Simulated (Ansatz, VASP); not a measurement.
# BeZn2Te3 in VASP and in Ansatz

INCAR

```
PREC = Accurate ; ENCUT = 600
EDIFF = 1E-6 ; ISMEAR = 0
SIGMA = 0.1 ; LREAL = False
LASPH = True ; NELM = 60
ALGO = Normal ; ISIF = 3
LWAVE = False ; LCHARG = False
GGA = PE ; IBRION = 2
NSW = 90 ; EDIFFG = -0.04
```

The input KPOINTS:

```
regular mesh
0
Gamma
  4 4 2
```

File POSCAR:

```
BeZn2Te3
1.0
    3.8871925800      0.0000000000      0.0000000000
    0.0000000000      3.8871925800      0.0000000000
    0.0000000000      0.0000000000      8.2524565000
Be Zn Te
1 2 3
Direct
    0.0000000000      0.0000000000      0.6251500200
    0.5000000000      0.5000000000      0.7286009800
    0.0000000000      0.0000000000      0.2702390000
    0.5000000000      0.0000000000      0.9985610200
    0.0000000000      0.5000000000      0.9985610200
    0.5000000000      0.5000000000      0.3788870000
```

Input for Ansatz:

```yaml
crystal:
  lattice:
    - [3.88719258, 0.0, 0.0]
    - [0.0, 3.88719258, 0.0]
    - [0.0, 0.0, 8.2524565]
  atoms:
    - { symbol: Be, position: [0.0, 0.0, 0.62515002] }
    - { symbol: Zn, position: [0.5, 0.5, 0.72860098] }
    - { symbol: Zn, position: [0.0, 0.0, 0.270239] }
    - { symbol: Te, position: [0.5, 0.0, 0.99856102] }
    - { symbol: Te, position: [0.0, 0.5, 0.99856102] }
    - { symbol: Te, position: [0.5, 0.5, 0.378887] }
basis:
  ecutwfc: 420
kpoints:
  mp_grid: { grid: [4, 4, 2] }
hamiltonian:
  xc: pbe
scf:
  occupations: { method: gaussian, width: 0.1 }
  lower_state_search: "off"
output:
  forces: true
  stress: true
  eigenvalues: true
relax:
  adjacent_minimum: "off"
  f_tol: 0.04
  max_steps: 70
  cell: { stress_tol: 0.4 }
```

Change from the starting cell: species swapped into the Zr2As3S type (P4mm, No. 99).

Alike in both runs: task relaxation of cell and atoms; functional PBE; k mesh 4 × 4 × 2; occupations gaussian, width 0.1 eV; no spin polarisation.

|  | VASP | Ansatz |
| --- | --- | --- |
| version | VASP 6.6.1 | Ansatz 0.2.0 |
| potentials or method | VASP PAW PBE potentials, release 64 (Be, Zn, Te), cutoff 600 eV | scalar-relativistic, plane waves, PAW |
| valence electrons in the cell | 44 | 74 |

Ansatz gave:

- gap on the k mesh at the Fermi level, each at its own relaxed structure (eV): none
- relaxed volume (Å³/atom): 28.39
- relaxed cell length with the largest relative difference (Å): 8.062

Task: Estimate VASP's values.

Result: gap on the k mesh at the Fermi level, each at its own relaxed structure (eV): none; relaxed volume (Å³/atom): 29.16; relaxed cell length with the largest relative difference (Å): 8.267.

A gap of «none» marks a metal or a gap that the smearing closes. VASP's potentials hold 44 valence electrons a cell and Ansatz's 74, so a difference there can come from the potentials and not from the codes.

The k mesh is coarse, so the values compare programs but aren't converged. Spin-orbit coupling is off throughout. Noted on VASP's run: the volume moved by over 15 % at a fixed basis, so the end points are rough.
